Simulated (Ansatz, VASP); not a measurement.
Sc in VASP and in Ansatz

```
Sc
1.0
     0.00000    3.13859    3.13859
     3.13859    0.00000    3.13859
     3.13859    3.13859    0.00000
Sc
2
Direct
  0.71750 0.92750 0.92750
  0.28250 0.07250 0.07250
```

Change from the starting cell: shortest bond scaled by 0.58, PAW files.

Alike in both runs: task electric field gradients; functional LDA; k mesh 8 × 8 × 8; occupations fermi-dirac, width 0.05 eV; no spin polarisation.

|  | VASP | Ansatz |
| --- | --- | --- |
| version | VASP 6.6.1 | Ansatz 0.2.0 |
| potentials or method | VASP PAW LDA potentials, release 64 (Sc_sv) | PAW with Ansatz's default frozen-core files, scalar-relativistic |
| plane-wave cutoff (eV) | 520 | 420 |
| valence electrons in the cell | 22 | 22 |

Ansatz gave:

| Property | Result |
| --- | --- |
| pressure (GPa) | 39.4 |
| traceless stress, the component that is largest in VASP (GPa) | -47.14 |
| rms of the force components (eV/Å) | 19.758 |
| size of Vzz on the site where it differs most (V/Å²) | 147.8 |

Q: Estimate VASP's values.

A: Pressure (GPa): 43.1; traceless stress, the component that is largest in VASP (GPa): -51.67; rms of the force components (eV/Å): 21.700; size of Vzz on the site where it differs most (V/Å²): 162.0.

LDA's correlation is that of Perdew and Zunger in VASP and of Perdew and Wang (1992) in Ansatz. Atom by atom the forces differ by 1.941 eV/Å (rms over components). Both programs put the cell under a high pressure, so it lies far from rest at this level.
